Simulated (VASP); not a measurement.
# ErGaP2 (P-4m2) in VASP: a series of runs, part 2 of 2

VASP 6.6.1.

### Step 5. Single point, PBE

Contents of INCAR:

```
ALGO = Normal ; EDIFF = 1E-6
ENCUT = 500 ; GGA = PE
GGA_COMPAT = F ; ISIF = 2
ISMEAR = 0 ; LASPH = T
LCHARG = T ; LELF = T
LMAXMIX = 6 ; LREAL = F
LVHAR = T ; LWAVE = F
NBANDS = 24 ; NELM = 200
PREC = Accurate ; SIGMA = 0.02
```

Contents of KPOINTS:

```
k-points
0
Gamma
  10 10 6
```

Contents of POSCAR:

```
ErGaP2
1.0
    4.0951850166      0.0000000000      0.0000000000
    0.0000000000      4.0951850166      0.0000000000
    0.0000000000      0.0000000000      6.1007900773
Er Ga P
1 1 2
Direct
    0.5000000000      0.5000000000      0.5000000000
    0.0000000000      0.0000000000      0.0000000000
    0.0000000000      0.5000000000      0.2183479325
    0.5000000000      0.0000000000      0.7816520675
```

Potentials or basis: VASP PAW PBE potentials, release 64 (Er_3, Ga_d, P), 4f in core.

Run with:

```sh
cat potpaw_PBE.64/Er_3/POTCAR potpaw_PBE.64/Ga_d/POTCAR potpaw_PBE.64/P/POTCAR > POTCAR
mpirun -np 1 vasp_std > vasp.out
```

OUTCAR:

```text
EDIFF = 1E-6
   ENCUT = 500
   GGA = PE
   ISIF = 2
   ISMEAR = 0
   LASPH = T
   LREAL = F
   NELM = 200
   PREC = Accurate

 ion  position               nearest neighbor table
   1  0.500  0.500  0.500-   3 2.67   4 2.67   4 2.67   3 2.67
   2  0.000  0.000  0.000-   3 2.44   4 2.44   3 2.44   4 2.44
   3  0.000  0.500  0.218-   2 2.44   2 2.44   1 2.67   1 2.67
   4  0.500  0.000  0.782-   2 2.44   2 2.44   1 2.67   1 2.67

  LATTYP: Found a simple tetragonal cell.
 ALAT       =     4.0951850166
 C/A-ratio  =     1.4897471183

  Lattice vectors:

 A1 = (   4.0951850166,   0.0000000000,   0.0000000000)
 A2 = (   0.0000000000,   4.0951850166,   0.0000000000)
 A3 = (   0.0000000000,   0.0000000000,   6.1007900773)

Analysis of symmetry for initial positions (statically):
=====================================================================
 Subroutine PRICEL returns:
 Original cell was already a primitive cell.

 Routine SETGRP: Setting up the symmetry group for a
 simple tetragonal supercell.

 Subroutine GETGRP returns: Found  8 space group operations
 (whereof  8 operations were pure point group operations)
 out of a pool of 16 trial point group operations.

The static configuration has the point symmetry D_2d.

Analysis of symmetry for dynamics (positions and initial velocities):
=====================================================================
 Subroutine PRICEL returns:
 Original cell was already a primitive cell.

 Routine SETGRP: Setting up the symmetry group for a
 simple tetragonal supercell.

 Subroutine GETGRP returns: Found  8 space group operations
 (whereof  8 operations were pure point group operations)
[... 119 lines left out ...]
   EMIN   =  10.00;   EMAX   =-10.00  energy-range for DOS
   EFERMI =   0.00;   METHOD = LEGACY
   ISMEAR =     0;   SIGMA  =   0.02  broadening in eV -4-tet -1-fermi 0-gaus
   EFERMI_NEDOS =   21; number of points for ismear=-14 and -15
   IALGO  =     38    algorithm
   IMIX   =      4    mixing-type and parameters
     AMIX     =   0.40;   BMIX     =  1.00
     AMIX_MAG =   1.60;   BMIX_MAG =  1.00
  volume/ion in A,a.u.               =      25.58       172.61
  Fermi-wavevector in a.u.,A,eV,Ry     =   1.111255  2.099968 16.801671  1.234888
  Thomas-Fermi vector in A             =   2.247816
   LORBIT       =      0    0 simple, 1 ext, 2 COOP (PROOUT), +10 PAW based schemes
   GGA     = PE    functional components
   LHFCALC =     F    Hartree Fock is set to
   AEXX    =    0.0000 exact exchange contribution
   IVDW    =     0    specifies the selected vdW correction
   LEPSILON=     F    determine dielectric tensor
   LRPA    =     F    only Hartree local field effects (RPA)
 non-spin polarized calculation
 Gauss-broadening in eV      SIGMA  =   0.02
  energy-cutoff  :      500.00
  volume of cell :      102.31
 maximum number of plane-waves:      2633
 NGX is ok and might be reduce to    30
   NGX = 15   NGY = 15   NGZ = 23

 number of electron      32.0000023 magnetization

 Free energy of the ion-electron system (eV)
  ---------------------------------------------------
  ext. energy  EPLUGINS =         0.00000000
  ---------------------------------------------------
  free energy    TOTEN  =       -20.54949175 eV

  energy without entropy =      -20.54949175  energy(sigma->0) =      -20.54949175

 E-fermi :   2.9273     XC(G=0):  -9.1037

 val. band max:        2.8357386082   @ k =   0.0000   0.0000   0.5000
 cond. band min:       3.1488748011   @ k =   0.5000   0.5000   0.0000
 fundamental gap:      0.3131361929
 Fermi energy:         2.9272509543

 k-point     1 :       0.0000    0.0000    0.0000
  band No.  band energies     occupation
      1     -21.2523      2.00000
      2     -21.2523      2.00000
      3     -21.1426      2.00000
      4     -11.5878      2.00000
      5     -11.5461      2.00000
      6     -11.5461      2.00000
[... 637 lines left out ...]
     23       8.0560      0.00000
     24       8.9511      0.00000

 [... further k-points ...]

------------------------ aborting loop because EDIFF is reached ----------------------------------------

  FORCE on cell =-STRESS in cart. coord.  units (eV):
  Direction    XX          YY          ZZ          XY          YZ          ZX
  --------------------------------------------------------------------------------------
  -------------------------------------------------------------------------------------
  Total        0.0930242      0.0930242      0.1284656      0.0000000      0.0000000     -0.0000000
  in kB        1.4567104      1.4567104      2.0117054      0.0000000      0.0000000     -0.0000000
  external PRESSURE =       1.6417087 kB  Pullay stress =       0.0000000 kB

 VOLUME and BASIS-vectors are now :
 -----------------------------------------------------------------------------
  energy-cutoff  :      500.00
  volume of cell :      102.31
      direct lattice vectors                 reciprocal lattice vectors
     4.095185017  0.000000000  0.000000000     0.244189211  0.000000000  0.000000000
     0.000000000  4.095185017  0.000000000     0.000000000  0.244189211  0.000000000
     0.000000000  0.000000000  6.100790077     0.000000000  0.000000000  0.163913196

 POSITION                                       TOTAL-FORCE (eV/Angst)
 -----------------------------------------------------------------------------------
      2.04759      2.04759      3.05040         0.000000      0.000000      0.000000
      0.00000      0.00000      0.00000        -0.000000      0.000000      0.000000
      0.00000      2.04759      1.33209         0.000000      0.000000     -0.037361
      2.04759      0.00000      4.76870         0.000000     -0.000000      0.037361
 -----------------------------------------------------------------------------------
    total drift:                                0.000000     -0.000000      0.000000

  FREE ENERGIE OF THE ION-ELECTRON SYSTEM (eV)
  ---------------------------------------------------
  free  energy   TOTEN  =       -20.5494917461 eV

  energy  without entropy=      -20.5494917461  energy(sigma->0) =      -20.54949175
```

Run time: 74 s. Hardware: 1 thread of Intel Xeon 6975P-C (Granite Rapids), shared host; peak memory 0.34 GiB.

What came out:

```yaml
Free_energy: -20.5495 eV
Pressure: 0.2 GPa
Largest_force: 0.037 eV/Å
Band_gap_on_the_k_mesh: 0.31 eV (least direct gap 0.54 eV)
```

Forces in eV/Å, atoms in the order of the input:
```
Er   0.000  0.000  0.000
Ga   0.000  0.000  0.000
P    0.000  0.000 -0.037
P    0.000  0.000  0.037
```

Levels at points of the mesh, in eV from the valence-band top:
```csv
k point,band 13,band 14,band 15,band 16,band 17,band 18,band 19,band 20
"(0.00, 0.00, 0.00)",-1.55,-0.98,-0.64,-0.64,0.39,1.42,3.44,4.05
"(0.50, 0.00, 0.00)",-1.66,-1.40,-1.23,-0.47,2.18,2.46,3.29,3.37
"(0.50, 0.50, 0.00)",-2.28,-1.80,-1.80,-0.22,0.31,2.06,2.06,4.60
"(0.00, 0.00, 0.50)",-1.89,-1.89,0.00,0.00,1.95,2.34,2.80,3.01
"(0.50, 0.00, 0.50)",-1.14,-1.14,-0.80,-0.55,1.30,2.59,3.28,4.31
"(0.50, 0.50, 0.50)",-1.74,-1.73,-1.73,-1.46,2.16,2.16,2.72,4.15
```

Caveat: spin-orbit coupling is left out, which moves the levels of the heavy elements; the 4f electrons are frozen in the core, so they carry no moment and show no levels. A k mesh can miss the band edges.

### Step 6. Single point, PBE

Contents of INCAR:

```
SYSTEM = ErGaP2
  PREC = Accurate
  ENCUT = 500
  EDIFF = 1E-6
  ISMEAR = -5
  SIGMA = 0.02
  LREAL = .False.
  LASPH = .True.
  NELM = 200
  ALGO = Normal
  ISIF = 2
  LWAVE = .False.
  LCHARG = .True.
  GGA = PE
  LELF = .True.
  LVHAR = .True.
  NBANDS = 24
  GGA_COMPAT = .False.
  LMAXMIX = 6
```

Contents of KPOINTS:

```
regular mesh
0
Gamma
  10 10 6
  0 0 0
```

POSCAR is that of step 5.

Potentials or basis: VASP PAW PBE potentials, release 64 (Er_3, Ga_d, P), 4f in core.

Run with:

```sh
cat potpaw_PBE.64/Er_3/POTCAR potpaw_PBE.64/Ga_d/POTCAR potpaw_PBE.64/P/POTCAR > POTCAR
mpirun -np 1 vasp_std > vasp.out
```

Wall time 74 s (1 thread of Intel Xeon 6975P-C (Granite Rapids), shared host); peak memory 0.34 GiB.

Results (log left out):

| Property | Result |
| --- | --- |
| Free energy | -20.5495 eV |
| Pressure | 0.2 GPa |
| Largest force | 0.037 eV/Å |
| Band gap on the k mesh | 0.31 eV (least direct gap 0.54 eV) |

Forces in eV/Å, atoms in the order of the input:
```
Er   0.000  0.000  0.000
Ga   0.000  0.000  0.000
P    0.000  0.000 -0.037
P    0.000  0.000  0.037
```

Levels at points of the mesh, in eV from the valence-band top:
```csv
k point,band 12,band 13,band 14,band 15,band 16,band 17,band 18,band 19,band 20,band 21
"(0.00, 0.00, 0.00)",-1.55,-1.55,-0.98,-0.64,-0.64,0.39,1.42,3.44,4.05,4.87
"(0.50, 0.00, 0.00)",-2.64,-1.66,-1.40,-1.23,-0.47,2.18,2.46,3.29,3.37,4.35
"(0.50, 0.50, 0.00)",-2.60,-2.28,-1.80,-1.80,-0.22,0.31,2.06,2.06,4.60,4.96
"(0.00, 0.00, 0.50)",-1.95,-1.89,-1.89,0.00,0.00,1.95,2.34,2.80,3.01,4.08
"(0.50, 0.00, 0.50)",-3.48,-1.14,-1.14,-0.80,-0.55,1.30,2.59,3.28,4.31,4.67
"(0.50, 0.50, 0.50)",-3.12,-1.74,-1.73,-1.73,-1.46,2.16,2.16,2.72,4.15,4.36
```

Caveat: spin-orbit coupling is left out, which moves the levels of the heavy elements; the 4f electrons are frozen in the core, so they carry no moment and show no levels.

### Step 7. Relaxation of cell and atoms, PBE

Contents of INCAR:

```
SYSTEM = ErGaP2
ALGO = Normal
EDIFF = 1E-7
EDIFFG = -0.01
ENCUT = 500
GGA = PE
GGA_COMPAT = .False.
IBRION = 2
ISIF = 3
ISMEAR = 0
LASPH = .True.
LCHARG = .False.
LMAXMIX = 6
LREAL = .False.
LWAVE = .False.
NELM = 200
NELMIN = 4
NSW = 100
PREC = Accurate
SIGMA = 0.02
```

Contents of KPOINTS:

```
k-points
0
Gamma
  10 10 6
  0 0 0
```

Contents of POSCAR:

```
ErGaP2
1.0
    4.1132859145      0.0000000000      0.0000000000
    0.0000000000      4.1132859145      0.0000000000
    0.0000000000      0.0000000000      6.0525915030
Er Ga P
1 1 2
Direct
    0.5000000000      0.5000000000      0.5000000000
    0.0000000000      0.0000000000      0.0000000000
    0.0000000000      0.5000000000      0.2181420769
    0.5000000000      0.0000000000      0.7818579231
```

Run with:

```sh
cat potpaw_PBE.64/Er_3/POTCAR potpaw_PBE.64/Ga_d/POTCAR potpaw_PBE.64/P/POTCAR > POTCAR
mpirun -np 1 vasp_std > vasp.out
```

Wall time 3.4 min (1 thread of Intel Xeon 6975P-C (Granite Rapids), shared host); peak memory 0.34 GiB.

Results (log left out):

```yaml
Free_energy: -20.5497 eV
Relaxed_volume: 25.64 Å³/atom
Relaxed_cell: a = 4.097 Å, b = 4.097 Å, c = 6.110 Å, α = 90.00°, β = 90.00°, γ = 90.00°
Space_group_after_relaxing_to_0.1_Å: P-4m2 (No. 115)
Energy_gained_by_relaxing: 0.4 meV/atom
Ionic_steps: 5
Pressure_after_relaxing: 0.0 GPa
Band_gap_on_the_k_mesh: 0.31 eV (least direct gap 0.54 eV)
```

Step by step:
```csv
step,energy change (eV),largest force (eV/Å),pressure (GPa),volume (Å³)
1,0.0000,0.0185,0.18,102.40
2,-0.0010,0.0029,-0.12,102.84
3,-0.0011,0.0090,-0.22,102.97
4,-0.0017,0.0028,-0.09,102.69
5,-0.0018,0.0005,-0.03,102.57
```

Final structure:
```cif
data_structure
_symmetry_space_group_name_H-M 'P 1'
_symmetry_Int_Tables_number 1
_cell_length_a 4.0973
_cell_length_b 4.0973
_cell_length_c 6.1100
_cell_angle_alpha 90.000
_cell_angle_beta 90.000
_cell_angle_gamma 90.000
_cell_volume 102.57
loop_
_atom_site_label
_atom_site_type_symbol
_atom_site_fract_x
_atom_site_fract_y
_atom_site_fract_z
_atom_site_occupancy
Er1 Er 0.50000 0.50000 0.50000 1
Ga1 Ga 0.00000 0.00000 0.00000 1
P1 P 0.00000 0.50000 0.21793 1
P2 P 0.50000 0.00000 0.78207 1
```

Levels at points of the mesh, in eV from the valence-band top:
```csv
k point,band 14,band 15,band 16,band 17,band 18,band 19
"(0.00, 0.00, 0.00)",-0.98,-0.64,-0.64,0.38,1.41,3.43
"(0.50, 0.00, 0.00)",-1.40,-1.23,-0.46,2.16,2.45,3.29
"(0.50, 0.50, 0.00)",-1.81,-1.81,-0.23,0.31,2.06,2.06
"(0.00, 0.00, 0.50)",-1.89,0.00,0.00,1.94,2.34,2.79
"(0.50, 0.00, 0.50)",-1.14,-0.80,-0.54,1.29,2.59,3.26
"(0.50, 0.50, 0.50)",-1.74,-1.74,-1.47,2.16,2.16,2.70
```

Caveat: spin-orbit coupling is left out, which moves the levels of the heavy elements; the 4f electrons are frozen in the core, so they carry no moment and show no levels.

### Step 8. Summary

```csv
task,cell,k mesh,smearing,gap on the mesh (eV),pressure (GPa),relaxed volume (Å³/atom),largest force (eV/Å)
single point,"a = 4.113, b = 4.113, c = 6.053 Å, 4 atoms, atomic positions A",4 × 4 × 4,gaussian 0.1 eV,0.38,0.3,-,0.01
single point,"a = 4.200, b = 4.200, c = 5.909 Å, 4 atoms, atomic positions B",4 × 4 × 4,gaussian 0.1 eV,0.23,2.4,-,2.37
relaxation of cell and atoms,"relaxed from a = 4.200, b = 4.200, c = 5.909 Å, 4 atoms, atomic positions B",4 × 4 × 4,gaussian 0.1 eV,0.33,0.1,25.64,0.03
single point,"a = 4.095, b = 4.095, c = 6.101 Å, 4 atoms, atomic positions A",10 × 10 × 6,gaussian 0.02 eV,0.31,0.2,-,0.04
single point,"a = 4.095, b = 4.095, c = 6.101 Å, 4 atoms, atomic positions A",10 × 10 × 6,tetrahedron,0.31,0.2,-,0.04
relaxation of cell and atoms,"relaxed from a = 4.113, b = 4.113, c = 6.053 Å, 4 atoms, atomic positions A",10 × 10 × 6,gaussian 0.02 eV,0.31,0.0,25.64,-
```

Alike in all rows: level PBE; potentials or basis VASP PAW PBE potentials, release 64 (Er_3, Ga_d, P), 4f in core; no spin polarisation; cutoff (eV) 500.

Caveats: spin-orbit coupling is left out, which moves the levels of the heavy elements; the 4f electrons are frozen in the core, so they carry no moment and show no levels; forces of over 1 eV/Å act on the atoms, so gaps and moduli don't describe the material at rest (at least some runs).

Absolute energies hang on the potentials; compare differences alone.
